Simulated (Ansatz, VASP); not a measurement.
BaTiO3 in VASP and in Ansatz

```
Ba Ti O
1.0
     3.95549    0.00000    0.00000
     0.00000    3.95549    0.00000
     0.00000    0.00000    4.04404
Ba Ti O
1 1 3
Direct
  0.50000 0.50000 0.58252
  0.00000 0.00000 0.09773
  0.00000 0.50000 0.06348
  0.50000 0.00000 0.06348
  0.00000 0.00000 0.55279
```

Alike in both runs: functional PBEsol; k mesh 8 × 8 × 8; occupations gaussian, width 0.02 eV; no spin polarisation.

Ansatz relaxed the structure, and its values are those at the end. VASP's run is a single point on that final structure, the one shown.

```csv
,VASP,Ansatz
version,VASP 6.6.1,Ansatz 0.2.0
potentials or method,"VASP PAW PBE potentials, release 64 (Ba_sv, Ti_sv, O), cutoff 520 eV","scalar-relativistic, plane waves, PAW"
valence electrons in the cell,40,40
```

```tsv
	VASP	Ansatz	Ansatz less VASP
gap on the k mesh at the Fermi level (eV)	1.78	1.85	+0.067
least direct gap on the mesh (eV)	2.19	2.22	+0.030
pressure (GPa)	1.9	0.0	-1.95
rms of the force components (eV/Å)	0.022	0.000	-0.0221
```

VASP's potentials were made for PBE, not for PBEsol.

Neither program's run includes spin-orbit coupling.
